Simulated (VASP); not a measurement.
A run of VASP 6.6.1 is set up as follows.

File INCAR:

```
  PREC = Accurate
  ENCUT = 520
  EDIFF = 1E-6
  ISMEAR = 0
  SIGMA = 0.15
  LREAL = False
  LASPH = True
  NELM = 80
  ALGO = Normal
  ISIF = 2
  LWAVE = False
  LCHARG = False
  GGA = CA
  NBANDS = 15
```

KPOINTS

```
regular mesh
0
Gamma
  18 18 18
```

File POSCAR:

```
TaN
1.0
    0.0000000000      2.1557928146      2.1557928146
    2.1557928146      0.0000000000      2.1557928146
    2.1557928146      2.1557928146      0.0000000000
Ta N
1 1
Direct
    0.5000000000      0.5000000000      0.5000000000
    0.0000000000      0.0000000000      0.0000000000
```

Potentials or basis: VASP PAW LDA potentials, release 64 (Ta_pv, N).

Command:

```console
$ cat potpaw_LDA.64/Ta_pv/POTCAR potpaw_LDA.64/N/POTCAR > POTCAR
$ mpirun -np 1 vasp_std > vasp.out
```

Task: Predict the pressure.

Result: 12.4 GPa.

Task: Estimate the band gap on the k mesh.

Result: Zero (band 8 reaches 12.17 eV, above the bottom of band 9 at 7.79 eV).

Caveat: spin-orbit coupling is left out, which moves the levels of the heavy elements.
